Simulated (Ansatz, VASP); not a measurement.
**Two plane-wave programs on Ge**

Contents of POSCAR:

```
Ge
1.0
    0.0000000000      2.8661367691      2.8661367691
    2.8661367691      0.0000000000      2.8661367691
    2.8661367691      2.8661367691      0.0000000000
Ge
2
Direct
    0.7500000000      0.7500000000      0.7500000000
    0.5000000000      0.5000000000      0.5000000000
```

INCAR.step1

```
ALGO = Normal
EDIFF = 1E-5
ENCUT = 520
GGA = PE
ISIF = 2
ISMEAR = -1
LASPH = T
LREAL = F
LWAVE = T
NBANDS = 21
NELM = 100
PREC = Accurate
SIGMA = 0.05
```

Contents of INCAR.step2:

```
ALGO = Normal
EDIFF = 1E-6
ENCUT = 520
GGA = PE
HFSCREEN = 0.2079
ISIF = 2
ISMEAR = -1
ISTART = 1
LASPH = T
LCHARG = T
LELF = T
LHFCALC = T
LREAL = F
LVHAR = T
LWAVE = F
NBANDS = 21
NELM = 100
PREC = Accurate
PRECFOCK = Normal
SIGMA = 0.05
```

File KPOINTS:

```
k-points
0
Gamma
  4 4 4
```

The input input.yaml:

```yaml
crystal:
  lattice:
    - [0.0, 2.8661367691, 2.8661367691]
    - [2.8661367691, 0.0, 2.8661367691]
    - [2.8661367691, 2.8661367691, 0.0]
  atoms:
    - { symbol: Ge, position: [0.75, 0.75, 0.75] }
    - { symbol: Ge, position: [0.5, 0.5, 0.5] }
hamiltonian:
  xc: hse06
  pseudopotentials: { kind: paw }
kpoints:
  mp_grid: { grid: [4, 4, 4] }
scf:
  occupations: { method: fermi_dirac, width: 0.05 }
output:
  forces: true
  stress: true
  eigenvalues: true
```

Alike in both runs: task single point; functional HSE06; k mesh 4 × 4 × 4; occupations fermi-dirac, width 0.05 eV; no spin polarisation.

|  | VASP | Ansatz |
| --- | --- | --- |
| version | VASP 6.6.1 | Ansatz 0.2.0 |
| potentials or method | VASP PAW PBE potentials, release 64 (Ge_d) | Ansatz PAW |
| plane-wave cutoff (eV) | 520 | 420 |
| valence electrons in the cell | 28 | 28 |

Ansatz gave:

```
gap on the k mesh at the Fermi level (eV) : 0.55
least direct gap on the mesh (eV)         : 0.55
pressure (GPa)                            : -1.7
```

Q: Estimate VASP's values.

A: gap on the k mesh at the Fermi level (eV): 0.56; least direct gap on the mesh (eV): 0.56; pressure (GPa): -1.6.

The k mesh is coarse, so the values compare programs but aren't converged.
